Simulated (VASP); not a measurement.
# GaAs (F-43m) in VASP: further runs

GaAs is run at these levels: r2SCAN; tasks: single point.

Everything below comes from runs of VASP 6.6.1. Logs are shortened: lines on timing, memory, paths and dates and some standing lists are left out, and cuts for length are marked.

## (1) The cell of the first run

It takes space group F-43m (No. 216, cubic). The conventional cell has a = 5.616 Å, b = 5.616 Å, c = 5.616 Å, α = 90.00°, β = 90.00°, γ = 90.00°. Within 3.2 Å of As (site symmetry -43m) lie 4 Ga at 2.43 Å. Ga (site symmetry -43m) has 4 As at 2.43 Å within 3.2 Å.

## (2) Single point, r2SCAN, non-collinear spin, zero start, spin-orbit coupling

POSCAR reads:

```
GaAs
1.0
    0.0000000000      2.8078772807      2.8078772807
    2.8078772807      0.0000000000      2.8078772807
    2.8078772807      2.8078772807      0.0000000000
As Ga
1 1
Direct
    0.7500000000      0.7500000000      0.7500000000
    0.0000000000      0.0000000000      0.0000000000
```

INCAR.step1 reads:

```
PREC = Accurate
ENCUT = 520
ISMEAR = -1
SIGMA = 0.05
LREAL = F
LASPH = T
NELM = 150
MAGMOM = 0 0 0 0 0 0
LSORBIT = T
GGA_COMPAT = F
NBANDS = 30
GGA = PE
ALGO = Normal
EDIFF = 1E-4
LWAVE = T
LCHARG = F
```

INCAR.step2 reads:

```
PREC = Accurate
ENCUT = 520
EDIFF = 1E-6
ISMEAR = -1
SIGMA = 0.05
LREAL = F
LASPH = T
NELM = 150
ALGO = Normal
ISIF = 2
LWAVE = F
LCHARG = T
MAGMOM = 0 0 0 0 0 0
LORBIT = 11
LSORBIT = T
GGA_COMPAT = F
LORBMOM = T
METAGGA = R2SCAN
LMIXTAU = T
LVHAR = T
NBANDS = 30
ISTART = 1
```

KPOINTS reads:

```
regular mesh
0
Gamma
  8 8 8
```

Potentials or basis: VASP PAW PBE potentials, release 64 (As, Ga_d).

On the command line:

```sh
cat potpaw_PBE.64/As/POTCAR potpaw_PBE.64/Ga_d/POTCAR > POTCAR
cp INCAR.step1 INCAR
mpirun -np 1 vasp_ncl > vasp.out
cp INCAR.step2 INCAR
mpirun -np 1 vasp_ncl > vasp.out
```

OUTCAR:

```text
PREC = Accurate
   ENCUT = 520
   EDIFF = 1E-6
   ISMEAR = -1
   LREAL = F
   LASPH = T
   NELM = 150
   ISIF = 2
   LORBIT = 11
   LSORBIT = T
   METAGGA = R2SCAN
   ISTART = 1

 ion  position               nearest neighbor table
   1  0.750  0.750  0.750-   2 2.43   2 2.43   2 2.43   2 2.43
   2  0.000  0.000  0.000-   1 2.43   1 2.43   1 2.43   1 2.43

  LATTYP: Found a face centered cubic cell.
 ALAT       =     5.6157545614

  Lattice vectors:

 A1 = (   0.0000000000,   2.8078772807,   2.8078772807)
 A2 = (   2.8078772807,   0.0000000000,   2.8078772807)
 A3 = (   2.8078772807,   2.8078772807,   0.0000000000)

Analysis of symmetry for initial positions (statically):
=====================================================================
 Subroutine PRICEL returns:
 Original cell was already a primitive cell.

 Routine SETGRP: Setting up the symmetry group for a
 face centered cubic supercell.

 Subroutine GETGRP returns: Found 24 space group operations
 (whereof 24 operations were pure point group operations)
 out of a pool of 48 trial point group operations.

The static configuration has the point symmetry T_d .

Analysis of symmetry for dynamics (positions and initial velocities):
=====================================================================
 Subroutine PRICEL returns:
 Original cell was already a primitive cell.

 Routine SETGRP: Setting up the symmetry group for a
 face centered cubic supercell.

 Subroutine GETGRP returns: Found 24 space group operations
 (whereof 24 operations were pure point group operations)
 out of a pool of 48 trial point group operations.

The dynamic configuration has the point symmetry T_d .

Analysis of structural, dynamic, and magnetic symmetry:
=====================================================================
 Subroutine PRICEL returns:
 Original cell was already a primitive cell.

 Routine SETGRP: Setting up the symmetry group for a
 face centered cubic supercell.

 Subroutine GETGRP returns: Found 24 space group operations
 (whereof 24 operations were pure point group operations)
 out of a pool of 48 trial point group operations.

The overall configuration has the point symmetry T_d .

 Subroutine INISYM returns: Found 24 space group operations
 (whereof 24 operations are pure point group operations),
 and found     1 'primitive' translations

----------------------------------------------------------------------------------------

                                     Primitive cell

  volume of cell :      44.2756

  direct lattice vectors                    reciprocal lattice vectors
     0.000000000  2.807877281  2.807877281    -0.178070460  0.178070460  0.178070460
     2.807877281  0.000000000  2.807877281     0.178070460 -0.178070460  0.178070460
     2.807877281  2.807877281  0.000000000     0.178070460  0.178070460 -0.178070460

  length of vectors
     3.970938132  3.970938132  3.970938132     0.308427085  0.308427085  0.308427085

  position of ions in fractional coordinates (direct lattice)
     0.750000000  0.750000000  0.750000000
     0.000000000  0.000000000  0.000000000

  ion indices of the primitive-cell ions
   primitive index   ion index
                 1           1
                 2           2

----------------------------------------------------------------------------------------

 KPOINTS: regular mesh

Automatic generation of k-mesh.
 Grid dimensions read from file:
 generate k-points for:    8    8    8

 Generating k-lattice:

  Cartesian coordinates                     Fractional coordinates (reciprocal lattice)
    -0.022258808  0.022258808  0.022258808     0.125000000  0.000000000  0.000000000
     0.022258808 -0.022258808  0.022258808     0.000000000  0.125000000  0.000000000
     0.022258808  0.022258808 -0.022258808     0.000000000  0.000000000  0.125000000

  Length of vectors
     0.038553386  0.038553386  0.038553386

  Shift w.r.t. Gamma in fractional coordinates (k-lattice)
     0.000000000  0.000000000  0.000000000

 Subroutine IBZKPT returns following result:
 ===========================================

 Found     43 irreducible k-points:

 Following reciprocal coordinates:
            Coordinates               Weight
  0.000000  0.000000  0.000000      1.000000
  0.125000  0.000000  0.000000      4.000000
 -0.125000  0.000000  0.000000      4.000000
  0.250000  0.000000  0.000000      4.000000
 -0.250000  0.000000  0.000000      4.000000
[... 43 lines left out ...]
   NFREE  =      0    steps in history (QN), initial steepest desc. (CG)
   ISIF   =      2    stress and relaxation
   ISYM   =      2    0-nonsym 1-usesym 2-fastsym
   POTIM  = 0.5000    time-step for ionic-motion
   TEBEG  =    0.0;   TEEND  =   0.0 temperature during run
   PSTRESS=    0.0 pullay stress
   NELECT =      18.0000    total number of electrons
   NUPDOWN=      -1.0000    fix difference up-down
   EMIN   =  10.00;   EMAX   =-10.00  energy-range for DOS
   EFERMI =   0.00;   METHOD = LEGACY
   ISMEAR =    -1;   SIGMA  =   0.05  broadening in eV -4-tet -1-fermi 0-gaus
   EFERMI_NEDOS =   21; number of points for ismear=-14 and -15
   IALGO  =     38    algorithm
   IMIX   =      4    mixing-type and parameters
     AMIX     =   0.40;   BMIX     =  1.00
     AMIX_MAG =   1.60;   BMIX_MAG =  1.00
  volume/ion in A,a.u.               =      22.14       149.39
  Fermi-wavevector in a.u.,A,eV,Ry     =   1.212767  2.291798 20.011517  1.470805
  Thomas-Fermi vector in A             =   2.348241
   LORBIT       =     11    0 simple, 1 ext, 2 COOP (PROOUT), +10 PAW based schemes
   METAGGA = R2SCAN    functional components
   LHFCALC =     F    Hartree Fock is set to
   AEXX    =    0.0000 exact exchange contribution
   IVDW    =     0    specifies the selected vdW correction
   LEPSILON=     F    determine dielectric tensor
   LRPA    =     F    only Hartree local field effects (RPA)
  energy-cutoff  :      520.00
  volume of cell :       44.28
 maximum number of plane-waves:      2486
 NGX is ok and might be reduce to    30
   NGX = 15   NGY = 15   NGZ = 15

 number of electron      18.0000010 magnetization       0.0000000     -0.0000000      0.0000000

 number of electron      18.0000010 magnetization       0.0000000     -0.0000000     -0.0000000

 Free energy of the ion-electron system (eV)
  ---------------------------------------------------
  ext. energy  EPLUGINS =         0.00000000
  ---------------------------------------------------
  free energy    TOTEN  =       -27.06162218 eV

  energy without entropy =      -27.06162200  energy(sigma->0) =      -27.06162209

 E-fermi :   4.5250     XC(G=0): -10.3527

 val. band max:        3.9816940824   @ k =   0.0000   0.0000   0.0000
 cond. band min:       5.0334096769   @ k =   0.0000   0.0000   0.0000
 fundamental gap:      1.0517155946
 Fermi energy:         4.5249857234

 k-point     1 :       0.0000    0.0000    0.0000
  band No.  band energies     occupation
      1     -11.6409      1.00000
      2     -11.6409      1.00000
      3     -11.6409      1.00000
      4     -11.6409      1.00000
      5     -11.2182      1.00000
      6     -11.2182      1.00000
[... 781 lines left out ...]
     29      16.6606      0.00000
     30      16.6635      0.00000

 [... further k-points ...]

------------------------ aborting loop because EDIFF is reached ----------------------------------------

  FORCE on cell =-STRESS in cart. coord.  units (eV):
  Direction    XX          YY          ZZ          XY          YZ          ZX
  --------------------------------------------------------------------------------------
  -------------------------------------------------------------------------------------
  Total        0.6070932      0.6070932      0.6070932      0.0000000      0.0000000      0.0000000
  in kB       21.9685597     21.9685597     21.9685597      0.0000000      0.0000000      0.0000000
  external PRESSURE =      21.9685597 kB  Pullay stress =       0.0000000 kB

 VOLUME and BASIS-vectors are now :
 -----------------------------------------------------------------------------
  energy-cutoff  :      520.00
  volume of cell :       44.28
      direct lattice vectors                 reciprocal lattice vectors
     0.000000000  2.807877281  2.807877281    -0.178070460  0.178070460  0.178070460
     2.807877281  0.000000000  2.807877281     0.178070460 -0.178070460  0.178070460
     2.807877281  2.807877281  0.000000000     0.178070460  0.178070460 -0.178070460

 POSITION                                       TOTAL-FORCE (eV/Angst)
 -----------------------------------------------------------------------------------
      4.21182      4.21182      4.21182         0.000000      0.000000      0.000000
      0.00000      0.00000      0.00000        -0.000000     -0.000000     -0.000000
 -----------------------------------------------------------------------------------
    total drift:                                0.000002      0.000002      0.000002

  FREE ENERGIE OF THE ION-ELECTRON SYSTEM (eV)
  ---------------------------------------------------
  free  energy   TOTEN  =       -27.0616221821 eV

  energy  without entropy=      -27.0616220033  energy(sigma->0) =      -27.06162209

 orbital moment (x)

 # of ion     p       d       tot
 ----------------------------------------
  1        -0.000  -0.000  -0.000
  2         0.000   0.000   0.000
 ----------------------------------------
            0.000   0.000   0.000

 orbital moment (y)

 # of ion     p       d       tot
 ----------------------------------------
  1         0.000  -0.000   0.000
  2         0.000  -0.000   0.000
 ----------------------------------------
            0.000  -0.000   0.000

 orbital moment (z)

 # of ion     p       d       tot
 ----------------------------------------
  1         0.000   0.000   0.000
  2         0.000  -0.000   0.000
 ----------------------------------------
            0.000   0.000   0.000

 Spin-Orbit-Coupling matrix elements

 Ion:    1  E_soc:     -0.0226384
 l=   1
     0.0000000    -0.0037652    -0.0037652
    -0.0037652     0.0000000    -0.0037652
    -0.0037652    -0.0037652     0.0000000
 l=   2
     0.0000000    -0.0000039     0.0000000    -0.0000039    -0.0000039
    -0.0000039     0.0000000    -0.0000030    -0.0000039    -0.0000010
     0.0000000    -0.0000030     0.0000000    -0.0000030     0.0000000
    -0.0000039    -0.0000039    -0.0000030     0.0000000    -0.0000010
    -0.0000039    -0.0000010     0.0000000    -0.0000010     0.0000000
 l=   3
     0.0000000     0.0000000     0.0000000     0.0000000     0.0000000     0.0000000     0.0000000
     0.0000000     0.0000000     0.0000000     0.0000000     0.0000000     0.0000000     0.0000000
     0.0000000     0.0000000     0.0000000     0.0000000     0.0000000     0.0000000     0.0000000
     0.0000000     0.0000000     0.0000000     0.0000000     0.0000000     0.0000000     0.0000000
     0.0000000     0.0000000     0.0000000     0.0000000     0.0000000     0.0000000     0.0000000
     0.0000000     0.0000000     0.0000000     0.0000000     0.0000000     0.0000000     0.0000000
     0.0000000     0.0000000     0.0000000     0.0000000     0.0000000     0.0000000     0.0000000

 Ion:    2  E_soc:     -0.0115464
 l=   1
     0.0000000    -0.0011158    -0.0011158
    -0.0011158     0.0000000    -0.0011158
    -0.0011158    -0.0011158     0.0000000
 l=   2
     0.0000000    -0.0001619     0.0000000    -0.0001619    -0.0006467
    -0.0001619     0.0000000    -0.0004851    -0.0001619    -0.0001617
     0.0000000    -0.0004851     0.0000000    -0.0004851     0.0000000
    -0.0001619    -0.0001619    -0.0004851     0.0000000    -0.0001617
    -0.0006467    -0.0001617     0.0000000    -0.0001617     0.0000000
 l=   3
     0.0000000     0.0000000     0.0000000     0.0000000     0.0000000     0.0000000     0.0000000
     0.0000000     0.0000000     0.0000000     0.0000000     0.0000000     0.0000000     0.0000000
     0.0000000     0.0000000     0.0000000     0.0000000     0.0000000     0.0000000     0.0000000
     0.0000000     0.0000000     0.0000000     0.0000000     0.0000000     0.0000000     0.0000000
     0.0000000     0.0000000     0.0000000     0.0000000     0.0000000     0.0000000     0.0000000
     0.0000000     0.0000000     0.0000000     0.0000000     0.0000000     0.0000000     0.0000000
     0.0000000     0.0000000     0.0000000     0.0000000     0.0000000     0.0000000     0.0000000

 total charge

# of ion       s       p       d       tot
------------------------------------------
    1        1.202   1.656   0.034   2.892
    2        0.848   0.817  10.003  11.668
--------------------------------------------------
tot          2.050   2.473  10.037  14.559

 magnetization (x)

# of ion       s       p       d       tot
------------------------------------------
    1       -0.000  -0.000  -0.000  -0.000
    2        0.000  -0.000   0.000  -0.000
--------------------------------------------------
tot         -0.000  -0.000  -0.000  -0.000

 magnetization (y)

# of ion       s       p       d       tot
------------------------------------------
    1        0.000  -0.000   0.000  -0.000
    2        0.000   0.000   0.000   0.000
--------------------------------------------------
tot          0.000  -0.000   0.000  -0.000

 magnetization (z)

# of ion       s       p       d       tot
------------------------------------------
    1        0.000   0.000  -0.000   0.000
    2        0.000  -0.000  -0.000  -0.000
--------------------------------------------------
tot          0.000  -0.000  -0.000  -0.000
```

Wall time 19 min (1 thread of AMD EPYC 7R43 (Zen 3), shared host); peak memory 0.34 GiB.

Results:

| Quantity | Value |
| --- | --- |
| Free energy | -27.0616 eV |
| Pressure | 2.2 GPa |
| Net moment | 0.00 μB per cell |
| Valence electrons inside the program's atomic spheres | As 2.89; Ga 11.67 |

Moments on the atoms (μB; x, y, z):
```
As  0.00 0.00 0.00
Ga  0.00 0.00 0.00
```

Caveat: the PAW data sets were made with another functional, which shifts forces and pressure a little.

## (3) Single point, r2SCAN, non-collinear spin, zero start, spin-orbit coupling

This run uses another cell than the first one, of 22.59 Å³/atom.

POSCAR reads:

```
GaAs
1.0
    0.0000000000      2.8268500000      2.8268500000
    2.8268500000      0.0000000000      2.8268500000
    2.8268500000      2.8268500000      0.0000000000
As Ga
1 1
Direct
    0.7500000000      0.7500000000      0.7500000000
    0.0000000000      0.0000000000      0.0000000000
```

INCAR.step1 reads:

```
SYSTEM = GaAs
  PREC = Accurate
  ENCUT = 520
  ISMEAR = -1
  SIGMA = 0.05
  LREAL = .False.
  LASPH = .True.
  NELM = 150
  MAGMOM = 0 0 0 0 0 0
  LSORBIT = .True.
  GGA_COMPAT = .False.
  NBANDS = 30
  GGA = PE
  ALGO = Normal
  EDIFF = 1E-4
  LWAVE = .True.
  LCHARG = .False.
```

INCAR.step2 reads:

```
SYSTEM = GaAs
  PREC = Accurate
  ENCUT = 520
  EDIFF = 1E-7
  ISMEAR = -1
  SIGMA = 0.05
  LREAL = .False.
  LASPH = .True.
  NELM = 150
  ALGO = Normal
  ISIF = 2
  LWAVE = .False.
  LCHARG = .False.
  MAGMOM = 0 0 0 0 0 0
  LORBIT = 11
  LSORBIT = .True.
  GGA_COMPAT = .False.
  LORBMOM = .True.
  METAGGA = R2SCAN
  LMIXTAU = .True.
  NBANDS = 30
  ISTART = 1
```

KPOINTS reads:

```
Automatic mesh
0
Gamma
  8 8 8
  0 0 0
```

Potentials or basis: VASP PAW PBE potentials, release 64 (As, Ga_d).

On the command line:

```sh
cat potpaw_PBE.64/As/POTCAR potpaw_PBE.64/Ga_d/POTCAR > POTCAR
cp INCAR.step1 INCAR
mpirun -np 1 vasp_ncl > vasp.out
cp INCAR.step2 INCAR
mpirun -np 1 vasp_ncl > vasp.out
```

Run time: 22 min. Hardware: 1 thread of AMD EPYC 7R43 (Zen 3), shared host; peak memory 0.35 GiB.

It converged, with:

| Item | Value |
| --- | --- |
| Free energy | -27.0694 eV |
| Pressure | 0.6 GPa |
| Net moment | 0.00 μB per cell |
| Valence electrons inside the program's atomic spheres | As 2.88; Ga 11.64 |

Moments on the atoms (μB; x, y, z):
```
As  0.00 0.00 0.00
Ga  0.00 0.00 0.00
```

Caveat: the PAW data sets were made with another functional, which shifts forces and pressure a little.
